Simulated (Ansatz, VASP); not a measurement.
One calculation of F, two programs

```xyz
2
Lattice="2.3551 0.0000 0.0000 -1.1776 2.0396 0.0000 0.0000 0.0000 2.8577" Properties=species:S:1:pos:R:3 pbc="T T T"
F     0.0000    1.3597    0.7144
F     1.1776    0.6799    2.1433
```

Change from the starting cell: volume scaled by 0.7, LAPW.

Alike in both runs: task single point; functional PBEsol; k mesh 18 × 18 × 10; occupations fermi-dirac, width 0.1 eV; no spin polarisation.

|  | VASP | Ansatz |
| --- | --- | --- |
| version | VASP 6.6.1 | Ansatz 0.2.0 |
| potentials or method | VASP PAW PBE potentials, release 64 (F), cutoff 520 eV | all-electron LAPW, scalar-relativistic |

|  | VASP | Ansatz | Ansatz less VASP |
| --- | --- | --- | --- |
| pressure (GPa) | 51.8 | 52.7 | +0.82 |
| traceless stress, the component that is largest in VASP (GPa) | 0.13 | -0.08 | -0.211 |

VASP's potentials were made for PBE, not for PBEsol. Both programs put the cell under a high pressure, so it lies far from rest at this level. Ansatz ran all-electron here, and VASP with PAW potentials.
